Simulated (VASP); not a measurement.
# SeBrF in VASP: single point with PBE

Aim: the single point of SeBrF with PBE.

Everything below comes from runs of VASP 6.6.1. Logs are shortened: lines on timing, memory, paths and dates and some standing lists are left out, and cuts for length are marked.

## 1. The cell of the first run

The cell holds a disordered packing, 6 atoms: a = 5.631 Å, b = 4.484 Å, c = 5.143 Å, α = 86.34°, β = 87.20°, γ = 93.25°.

## 2. Single point, PBE

Input file POSCAR:

```
SeBrF
1.0
    5.6292670000     -0.0848220000      0.0901200000
   -0.1904420000      4.4732150000      0.2369290000
    0.1697130000      0.0641240000      5.1398160000
Se Br F
2 2 2
Direct
    0.5220170000      0.1288330000      0.3047070000
    0.1172260000      0.5535200000      0.5924000000
    0.7013070000      0.9143910000      0.7846970000
    0.0365760000      0.0685590000      0.1937270000
    0.3797640000      0.6074390000      0.0811310000
    0.7788580000      0.4211120000      0.9550830000
```

Input file INCAR.step1:

```
PREC = Accurate
ENCUT = 520
EDIFF = 1E-6
ISMEAR = -1
SIGMA = 0.1
LREAL = False
LASPH = True
NELM = 100
ALGO = Normal
ISIF = 2
LWAVE = False
LCHARG = True
GGA = PE
NBANDS = 29
```

Input file KPOINTS.step1:

```
Automatic mesh
0
Gamma
  3 4 4
  0.5 0.5 0.5
```

Input file INCAR.step2:

```
PREC = Accurate
ENCUT = 520
EDIFF = 1E-6
ISMEAR = -5
SIGMA = 0.1
LREAL = False
LASPH = True
NELM = 100
ALGO = Normal
ISIF = 2
LWAVE = False
LCHARG = False
GGA = PE
LORBIT = 11
NEDOS = 1001
ICHARG = 11
```

Input file KPOINTS.step2:

```
regular mesh
0
Gamma
  5 6 6
```

Potentials or basis: VASP PAW PBE potentials, release 64 (Se, Br, F).

Launch:

```bash
> cat potpaw_PBE.64/Se/POTCAR potpaw_PBE.64/Br/POTCAR potpaw_PBE.64/F/POTCAR > POTCAR
> cp INCAR.step1 INCAR
> cp KPOINTS.step1 KPOINTS
> mpirun -np 1 vasp_std > vasp.out
> cp INCAR.step2 INCAR
> cp KPOINTS.step2 KPOINTS
> mpirun -np 1 vasp_std > vasp.out
```

OUTCAR:

```text
PREC = Accurate
   ENCUT = 520
   EDIFF = 1E-6
   ISMEAR = -5
   LREAL = False
   LASPH = True
   NELM = 100
   ISIF = 2
   GGA = PE
   LORBIT = 11
   ICHARG = 11

 ion  position               nearest neighbor table
   1  0.522  0.129  0.305-
   2  0.117  0.554  0.592-
   3  0.701  0.914  0.785-
   4  0.037  0.069  0.194-
   5  0.380  0.607  0.081-
   6  0.779  0.421  0.955-

  LATTYP: Found a triclinic cell.
 ALAT       =     4.4835316373
 B/A-ratio  =     1.5691712701
 C/A-ratio  =     1.2558464433
 COS(alpha) =     0.0004292179
 COS(beta)  =     0.0566495726
 COS(gamma) =     0.6839539178

  Lattice vectors:

 A1 = (   0.1904420000,  -4.4732150000,  -0.2369290000)
 A2 = (   0.0207290000,  -4.5373390000,  -5.3767450000)
 A3 = (   5.6292670000,  -0.0848220000,   0.0901200000)

Analysis of symmetry for initial positions (statically):
=====================================================================
 Subroutine PRICEL returns:
 Original cell was already a primitive cell.

 Routine SETGRP: Setting up the symmetry group for a
 triclinic supercell.

 Subroutine GETGRP returns: Found  1 space group operations
 (whereof  1 operations were pure point group operations)
 out of a pool of  2 trial point group operations.

The static configuration has the point symmetry C_1 .

Analysis of symmetry for dynamics (positions and initial velocities):
=====================================================================
 Subroutine PRICEL returns:
 Original cell was already a primitive cell.

 Routine SETGRP: Setting up the symmetry group for a
 triclinic supercell.

 Subroutine GETGRP returns: Found  1 space group operations
 (whereof  1 operations were pure point group operations)
 out of a pool of  2 trial point group operations.

The dynamic configuration has the point symmetry C_1 .

 Subroutine INISYM returns: Found  1 space group operations
 (whereof  1 operations are pure point group operations),
 and found     1 'primitive' translations

----------------------------------------------------------------------------------------

                                     Primitive cell

  volume of cell :     129.1838

  direct lattice vectors                    reciprocal lattice vectors
     5.629267000 -0.084822000  0.090120000     0.177857477  0.007888346 -0.005971139
    -0.190442000  4.473215000  0.236929000     0.003419533  0.223852344 -0.002905677
     0.169713000  0.064124000  5.139816000    -0.003276129 -0.010457186  0.194798133

  length of vectors
     5.630627260  4.483531637  5.143016907     0.178132430  0.223897316  0.195106120

  position of ions in fractional coordinates (direct lattice)
     0.522017000  0.128833000  0.304707000
     0.117226000  0.553520000  0.592400000
     0.701307000  0.914391000  0.784697000
     0.036576000  0.068559000  0.193727000
     0.379764000  0.607439000  0.081131000
     0.778858000  0.421112000  0.955083000

  ion indices of the primitive-cell ions
   primitive index   ion index
                 1           1
                 2           2
                 3           3
                 4           4
                 5           5
                 6           6

----------------------------------------------------------------------------------------

 KPOINTS: regular mesh

Automatic generation of k-mesh.
 Grid dimensions read from file:
 generate k-points for:    5    6    6

 Generating k-lattice:

  Cartesian coordinates                     Fractional coordinates (reciprocal lattice)
     0.035571495  0.001577669 -0.001194228     0.200000000  0.000000000 -0.000000000
     0.000569922  0.037308724 -0.000484280    -0.000000000  0.166666667  0.000000000
    -0.000546022 -0.001742864  0.032466355     0.000000000 -0.000000000  0.166666667

  Length of vectors
     0.035626486  0.037316219  0.032517687

  Shift w.r.t. Gamma in fractional coordinates (k-lattice)
     0.000000000  0.000000000  0.000000000

 TETIRR: Found    540 inequivalent tetrahedra from     1080

 Subroutine IBZKPT returns following result:
 ===========================================

 Found     92 irreducible k-points:

 Following reciprocal coordinates:
            Coordinates               Weight
  0.000000  0.000000  0.000000      1.000000
  0.200000 -0.000000  0.000000      2.000000
  0.400000 -0.000000 -0.000000      2.000000
 -0.000000  0.166667  0.000000      2.000000
  0.200000  0.166667  0.000000      2.000000
  0.400000  0.166667  0.000000      2.000000
[... 16 lines left out ...]
  0.200000  0.166667  0.166667      2.000000
  0.400000  0.166667  0.166667      2.000000
 [... further k-points ...]
   k-points           NKPTS =     92   k-points in BZ     NKDIM =     92   number of bands    NBANDS=     24
   number of dos      NEDOS =   1001   number of ions     NIONS =      6
   total plane-waves  NPLWV =  60480
   dimension x,y,z NGX =    42 NGY =   36 NGZ =   40
   dimension x,y,z NGXF=    84 NGYF=   72 NGZF=   80
   ions per type =               2   2   2
   NGX,Y,Z   is equivalent  to a cutoff of  12.40, 13.35, 12.93 a.u.
   NGXF,Y,Z  is equivalent  to a cutoff of  24.80, 26.70, 25.86 a.u.
 SYSTEM =  unknown system
   PREC   = accura    normal or accurate (medium, high low for compatibility)
   ISTART =      0    job   : 0-new  1-cont  2-samecut
   ICHARG =     11    charge: 1-file 2-atom 10-const
   ISPIN  =      1    spin polarized calculation?
   LNONCOLLINEAR =      F non collinear calculations
   LSORBIT =      F    spin-orbit coupling
   LASPH  =      T    aspherical Exc in radial PAW
   ENCUT  =  520.0 eV  38.22 Ry    6.18 a.u.  10.47  8.34  9.56*2*pi/ulx,y,z
   NELM   =    100;   NELMIN=  2; NELMDL=  0     # of ELM steps
   EDIFF  = 0.1E-05   stopping-criterion for ELM
   LREAL  =      F    real-space projection
   EDIFFG = 0.1E-04   stopping-criterion for IOM
   NSW    =      0    number of steps for IOM
   IBRION =     -1    ionic relax: 0-MD 1-quasi-New 2-CG
   NFREE  =      0    steps in history (QN), initial steepest desc. (CG)
   ISIF   =      2    stress and relaxation
   ISYM   =      2    0-nonsym 1-usesym 2-fastsym
   POTIM  = 0.5000    time-step for ionic-motion
   TEBEG  =    0.0;   TEEND  =   0.0 temperature during run
   PSTRESS=    0.0 pullay stress
   NELECT =      40.0000    total number of electrons
   NUPDOWN=      -1.0000    fix difference up-down
   EMIN   =  10.00;   EMAX   =-10.00  energy-range for DOS
   EFERMI =   0.00;   METHOD = LEGACY
   ISMEAR =    -5;   SIGMA  =   0.10  broadening in eV -4-tet -1-fermi 0-gaus
   EFERMI_NEDOS =   21; number of points for ismear=-14 and -15
   IALGO  =     38    algorithm
   IMIX   =      4    mixing-type and parameters
     AMIX     =   0.40;   BMIX     =  1.00
     AMIX_MAG =   1.60;   BMIX_MAG =  1.00
  volume/ion in A,a.u.               =      21.53       145.30
  Fermi-wavevector in a.u.,A,eV,Ry     =   1.107538  2.092944 16.689467  1.226641
  Thomas-Fermi vector in A             =   2.244054
   LORBIT       =     11    0 simple, 1 ext, 2 COOP (PROOUT), +10 PAW based schemes
   GGA     = PE    functional components
   LHFCALC =     F    Hartree Fock is set to
   AEXX    =    0.0000 exact exchange contribution
   IVDW    =     0    specifies the selected vdW correction
   LEPSILON=     F    determine dielectric tensor
   LRPA    =     F    only Hartree local field effects (RPA)
 non-spin polarized calculation
 Fermi weights with tetrahedron method with Bloechl corrections
  energy-cutoff  :      520.00
  volume of cell :      129.18
 maximum number of plane-waves:      3499
 NGX is ok and might be reduce to    42

 number of electron      39.9999987 magnetization

 Free energy of the ion-electron system (eV)
  ---------------------------------------------------
  ext. energy  EPLUGINS =         0.00000000
  ---------------------------------------------------
  free energy    TOTEN  =       -12.11014053 eV

  energy without entropy =      -12.11014053  energy(sigma->0) =      -12.11014053

 E-fermi :   1.6000     XC(G=0):  -9.1433

 val. band max:        1.6382417354   @ k =  -0.4000  -0.3333   0.3333
 cond. band min:       1.5530676731   @ k =   0.4000  -0.0000  -0.0000
 fundamental gap:     -0.0851740622
 Fermi energy:         1.6000408306

 k-point     1 :       0.0000    0.0000    0.0000
  band No.  band energies     occupation
      1     -20.3411      2.00000
      2     -19.3033      2.00000
      3     -13.8631      2.00000
      4     -12.9347      2.00000
      5     -10.6989      2.00000
      6     -10.4528      2.00000
[... 16 lines left out ...]
     23       2.7952      0.00000
     24       3.6168      0.00000

 k-point     2 :       0.2000   -0.0000    0.0000
  band No.  band energies     occupation
      1     -20.3375      2.00000
      2     -19.3073      2.00000
      3     -13.8082      2.00000
      4     -12.9745      2.00000
      5     -10.8523      2.00000
      6     -10.3714      2.00000
[... 16 lines left out ...]
     23       2.6109      0.00000
     24       3.0765      0.00000

 k-point     3 :       0.4000   -0.0000   -0.0000
  band No.  band energies     occupation
      1     -20.3317      2.00000
      2     -19.3138      2.00000
      3     -13.6991      2.00000
      4     -13.0615      2.00000
      5     -11.0202      2.00000
      6     -10.3145      2.00000
[... 16 lines left out ...]
     23       2.1903      0.00000
     24       2.7407      0.00000
[... 514 lines left out ...]
 k-point    23 :       0.2000    0.1667    0.1667
  band No.  band energies     occupation
      1     -20.3253      2.00000
      2     -19.3030      2.00000
      3     -13.7514      2.00000
      4     -13.0617      2.00000
      5     -10.8160      2.00000
      6     -10.4795      2.00000
[... 16 lines left out ...]
     23       2.6565      0.00000
     24       2.8655      0.00000

 k-point    24 :       0.4000    0.1667    0.1667
  band No.  band energies     occupation
      1     -20.3200      2.00000
      2     -19.3089      2.00000
      3     -13.6499      2.00000
      4     -13.1139      2.00000
      5     -11.0303      2.00000
      6     -10.4269      2.00000
[... 16 lines left out ...]
     23       2.2643      0.00000
     24       2.7982      0.00000

 [... further k-points ...]
[... 5 lines left out ...]
  --------------------------------------------------------------------------------------
  -------------------------------------------------------------------------------------
  Total       -2.5163024      0.5650609     -2.7113476      1.4623008      1.6041326     -0.2699946
  in kB      -31.2079520      7.0080586    -33.6269632     18.1359026     19.8949429     -3.3485556
  external PRESSURE =     -19.2756189 kB  Pullay stress =       0.0000000 kB

 VOLUME and BASIS-vectors are now :
 -----------------------------------------------------------------------------
  energy-cutoff  :      520.00
  volume of cell :      129.18
      direct lattice vectors                 reciprocal lattice vectors
     5.629267000 -0.084822000  0.090120000     0.177857477  0.007888346 -0.005971139
    -0.190442000  4.473215000  0.236929000     0.003419533  0.223852344 -0.002905677
     0.169713000  0.064124000  5.139816000    -0.003276129 -0.010457186  0.194798133

 POSITION                                       TOTAL-FORCE (eV/Angst)
 -----------------------------------------------------------------------------------
      2.96575      0.55156      1.64371        -0.463426      0.450345      0.759806
      0.65502      2.50406      3.18654         0.016175      0.530058     -0.640728
      3.90688      4.08110      4.31305        -0.151841     -0.275515     -1.703762
      0.22572      0.31600      1.01526         0.621197     -0.505370      0.666321
      2.03588      2.69020      0.59514        -0.516672     -0.687178      0.663775
      4.46629      1.87890      5.07892         0.494567      0.487660      0.254588
 -----------------------------------------------------------------------------------
    total drift:                               -0.007118      0.005062     -0.010271

  FREE ENERGIE OF THE ION-ELECTRON SYSTEM (eV)
  ---------------------------------------------------
  free  energy   TOTEN  =       -12.1101405321 eV

  energy  without entropy=      -12.1101405321  energy(sigma->0) =      -12.11014053

 total charge

# of ion       s       p       d       tot
------------------------------------------
    1        1.560   1.852   0.036   3.449
    2        1.541   1.927   0.017   3.484
    3        1.664   2.945   0.038   4.647
    4        1.656   2.975   0.035   4.667
    5        1.754   4.223   0.000   5.976
    6        1.763   4.208   0.000   5.972
--------------------------------------------------
tot          9.938  18.130   0.126  28.194
```

It took 3.7 min on 1 thread of Oxide Virtual Turin-like, shared host; peak memory 0.37 GiB.

Results:

```yaml
Valence_electrons_inside_the_program's_atomic_spheres: Se 3.45, 3.48; Br 4.65, 4.67; F 5.98, 5.97
```

Caveat: the k points lie up to 0.37 Å⁻¹ apart.
